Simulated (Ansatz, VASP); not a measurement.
## One calculation of AlRh, two programs

The input INCAR:

```
SYSTEM = AlRh
PREC = Accurate
ENCUT = 500
EDIFF = 1E-6
ISMEAR = 0
SIGMA = 0.1
LREAL = .FALSE.
LASPH = .TRUE.
NELM = 120
ALGO = Normal
ISIF = 2
LWAVE = .FALSE.
LCHARG = .FALSE.
NBANDS = 16
GGA_COMPAT = .FALSE.
```

KPOINTS

```
regular mesh
0
G
  14 14 14
  0 0 0
```

File POSCAR:

```
AlRh
1.0
    2.9483805281      0.0000000000      0.0000000000
    0.0000000000      2.9483805281      0.0000000000
    0.0000000000      0.0000000000      2.9483805281
Rh Al
1 1
Direct
    0.0000000000      0.0000000000      0.0000000000
    0.5000000000      0.5000000000      0.5000000000
```

Input for Ansatz:

```yaml
crystal:
  lattice:
    - [2.9483805281, 0.0, 0.0]
    - [0.0, 2.9483805281, 0.0]
    - [0.0, 0.0, 2.9483805281]
  atoms:
    - { symbol: Rh, position: [0.0, 0.0, 0.0] }
    - { symbol: Al, position: [0.5, 0.5, 0.5] }
basis:
  ecutwfc: 420
kpoints:
  mp_grid: { grid: [14, 14, 14] }
  band_path:
    path:
      - [[0.0, 0.0, 0.0], [0.0, 0.5, 0.0], [0.5, 0.5, 0.0], [0.0, 0.0, 0.0], [0.5, 0.5, 0.5], [0.0, 0.5, 0.0]]
      - [[0.5, 0.5, 0.5], [0.5, 0.5, 0.0]]
    npoints: 10
hamiltonian:
  xc: lda
  pseudopotentials: { kind: paw, azcp: { folder: soft_1 } }
scf:
  occupations: { method: gaussian, width: 0.1 }
  n_extra_bands: 7
output:
  forces: true
  stress: true
  eigenvalues: true
  dos: { projected: false, de: 0.02, nscf_kmesh: { grid: [21, 21, 21] } }
  write_density: true
  write_potential: true
  elf: true
  volumetric_format: npy
```

Alike in both runs: task single point; functional LDA; k mesh 14 × 14 × 14; occupations gaussian, width 0.1 eV; no spin polarisation.

|  | VASP | Ansatz |
| --- | --- | --- |
| version | VASP 6.6.1 | Ansatz 0.2.0 |
| potentials or method | VASP PAW LDA potentials, release 64 (Rh_pv, Al), cutoff 500 eV | scalar-relativistic, plane waves, PAW |
| valence electrons in the cell | 18 | 20 |

Ansatz gave:

```
gap on the k mesh at the Fermi level (eV) : none
pressure (GPa)                            : 0.0
```

Task: What did VASP give for the same quantities?

Result: gap on the k mesh at the Fermi level (eV): none; pressure (GPa): 0.7.

Ansatz warns that its potentials were made for another functional, while VASP's fit it. LDA's correlation is that of Perdew and Zunger in VASP and of Perdew and Wang (1992) in Ansatz. A gap of «none» marks a metal or a gap that the smearing closes. VASP's potentials hold 18 valence electrons a cell and Ansatz's 20, so a difference there can come from the potentials and not from the codes.
